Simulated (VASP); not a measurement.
MoS3, 4 atoms in the cell. The structure is hexagonal, space group P-62m (No. 189). The conventional cell has a = 6.832 Å, b = 6.832 Å, c = 2.883 Å, α = 90.00°, β = 90.00°, γ = 120.00°. Within 3.1 Å of Mo (site symmetry -62m) lie 6 S at 2.37 Å and 2 Mo at 2.88 Å. S (site symmetry m2m) has 2 Mo at 2.37 Å and 2 S at 2.88 Å within 3.1 Å. The cell was generated, and may not be a known phase.

```yaml
Program: VASP 6.6.1
Task: single point
Functional: PBE
Potentials_or_basis: VASP PAW PBE potentials, release 64 (Mo_sv, S)
Cutoff: 520 eV
k_mesh: 12 × 12 × 16
Occupations: gaussian, width 0.1 eV
Spin: no spin polarisation
Dipole_correction: no
Further_INCAR_settings: ALGO = Normal; EDIFF = 1e-06; NBANDS = 24
```

Potentials or basis: VASP PAW PBE potentials, release 64 (Mo_sv, S).

The run is started by

```bash
$ cat potpaw_PBE.64/Mo_sv/POTCAR potpaw_PBE.64/S/POTCAR > POTCAR
$ mpirun -np 1 vasp_std > vasp.out
```

Hardware: 1 thread of AMD EPYC 9R45 96-Core Processor (Zen 5) (shared host).

**Question.** How long does it take, and how much memory?

**Answer.** Wall time 4.8 min on 1 thread of AMD EPYC 9R45 96-Core Processor (Zen 5), on a shared host, peak memory 0.5 GiB. Counts: scf iterations 14, k points 171.
